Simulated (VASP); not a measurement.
Crystal: SnTe.

```
Sn Te
1.0
    -2.24161    2.24161    3.45252
     2.24161   -2.24161    3.45252
     2.24161    2.24161   -3.45252
Sn Te
1 1
Direct
  0.72016 0.72016 0.00000
  0.15484 0.15484 0.00000
```

The cell was generated, and may not be a known phase.

```yaml
Program: VASP 6.6.1
Task: relaxation of cell and atoms
Functional: PBE
Potentials_or_basis: VASP PAW PBE potentials, release 64 (Sn_d, Te)
Cutoff: 600 eV
k_mesh: 6 × 6 × 6
Occupations: gaussian, width 0.1 eV
Spin: no spin polarisation
```

At the start: pressure -0.1 GPa; volume 34.70 Å³/atom.

Task: Where does the relaxation end?

Result: Over 7 steps the energy falls by 22.5 meV/atom and the volume is 33.41 Å³/atom (-3.7 %); space group I4mm (No. 107, to 0.1 Å) before and after.

Step by step:
```tsv
step	energy change (eV)	largest force (eV/Å)	pressure (GPa)	volume (Å³)
1	0.0000	0.0939	-0.10	69.39
2	-0.0136	0.2210	-0.15	69.16
3	-0.0160	0.3057	-0.12	69.00
4	-0.0258	0.2513	-0.19	68.59
5	-0.0407	0.1230	-0.19	67.34
6	-0.0434	0.0049	0.13	66.51
7	-0.0451	0.0392	-0.02	66.83
```

Final structure:
```
Sn Te
1.0
    -2.26443    2.26443    3.25828
     2.26443   -2.26443    3.25828
     2.26443    2.26443   -3.25828
Sn Te
1 1
Direct
  0.70592 0.70592 0.00000
  0.16908 0.16908 0.00000
```
